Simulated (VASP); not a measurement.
# Pb: single point with PBE

The system is Pb.

```
CELL_PARAMETERS angstrom
-1.97294 1.97294 1.97294
1.97294 -1.97294 1.97294
1.97294 1.97294 -1.97294
ATOMIC_POSITIONS crystal
Pb 0.00000 0.00000 0.00000
```

This isn't the form of Pb at room conditions, which is fcc.

| Item | Value |
| --- | --- |
| Program | VASP 6.6.1 |
| Task | single point |
| Functional | PBE |
| Potentials or basis | VASP PAW PBE potentials, release 64 (Pb_d) |
| Cutoff | 520 eV |
| k mesh | 13 × 13 × 13 |
| Occupations | fermi-dirac, width 0.0612256 eV |
| Spin | no spin polarisation |
| Dipole correction | no |
| Further INCAR settings | ALGO = Normal; EDIFF = 1e-06; NBANDS = 13 |

| Quantity | Value |
| --- | --- |
| Pressure | 1.6 GPa |
| Band gap on the k mesh | zero (bands 7 and 8 overlap by 9.43 eV) |

Levels at points of the mesh, in eV from the Fermi level:
```tsv
k point	band 3	band 4	band 5	band 6	band 7	band 8	band 9	band 10	band 11	band 12
(0.00, 0.00, 0.00)	-17.14	-16.91	-16.91	-11.69	7.51	7.51	7.51	11.08	11.08	11.08
```

It took 15 s on 1 thread of Intel(R) Xeon(R) Platinum 8488C (Sapphire Rapids), on a shared host, peak memory 0.17 GiB.

Caveat: spin-orbit coupling is left out, which moves the levels of the heavy elements.
